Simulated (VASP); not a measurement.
Set up this calculation in VASP 6.6.1, as the native input.

| Property | Result |
| --- | --- |
| Task | relaxation of cell and atoms |
| Functional | PBEsol |
| Potentials or basis | VASP PAW PBE potentials, release 64 (Ga_d, P) |
| Cutoff | 600 eV |
| k mesh | 8 × 8 × 8 |
| Occupations | fermi-dirac, width 0.02 eV |
| Spin | no spin polarisation |
| Dipole correction | no |
| Further INCAR settings | ALGO = Normal; EDIFF = 1e-06; IBRION = 2; EDIFFG = -0.01; NSW = 80; ISIF = 3 |

The structure of GaP lies in POSCAR:

```
GaP
1.0
    0.0000000000      2.7252500000      2.7252500000
    2.7252500000      0.0000000000      2.7252500000
    2.7252500000      2.7252500000      0.0000000000
Ga P
1 1
Direct
    0.0000000000      0.0000000000      0.0000000000
    0.2500000000      0.2500000000      0.2500000000
```

These files were run (other wordings do the same):

INCAR

```
PREC = Accurate ; ENCUT = 600
EDIFF = 1E-6 ; ISMEAR = -1
SIGMA = 0.02 ; LREAL = F
LASPH = T ; NELM = 80
ALGO = Normal ; ISIF = 3
LWAVE = F ; LCHARG = F
GGA = PS ; IBRION = 2
NSW = 80 ; EDIFFG = -0.01
```

KPOINTS

```
regular mesh
0
Gamma
  8 8 8
```

Potentials or basis: VASP PAW PBE potentials, release 64 (Ga_d, P).

Command:

```sh
$ cat potpaw_PBE.64/Ga_d/POTCAR potpaw_PBE.64/P/POTCAR > POTCAR
$ mpirun -np 1 vasp_std > vasp.out
```

It gave:

```
Relaxed volume                        : 20.09 Å³/atom
Relaxed cell                          : a = 3.844 Å, b = 3.844 Å, c = 3.844 Å, α = 60.00°, β = 60.00°, γ = 60.00°
Space group after relaxing (to 0.1 Å) : F-43m (No. 216)
Energy gained by relaxing             : 0.3 meV/atom
Ionic steps                           : 3
Pressure after relaxing               : 0.0 GPa
Band gap on the k mesh                : 1.50 eV (least direct gap 1.81 eV)
```

Caveat: the PAW data sets were made with another functional, which shifts forces and pressure a little.

Run time: 22 s on 1 thread of AMD EPYC 9R45 96-Core Processor (Zen 5), with other jobs on the host, peak memory 0.16 GiB.
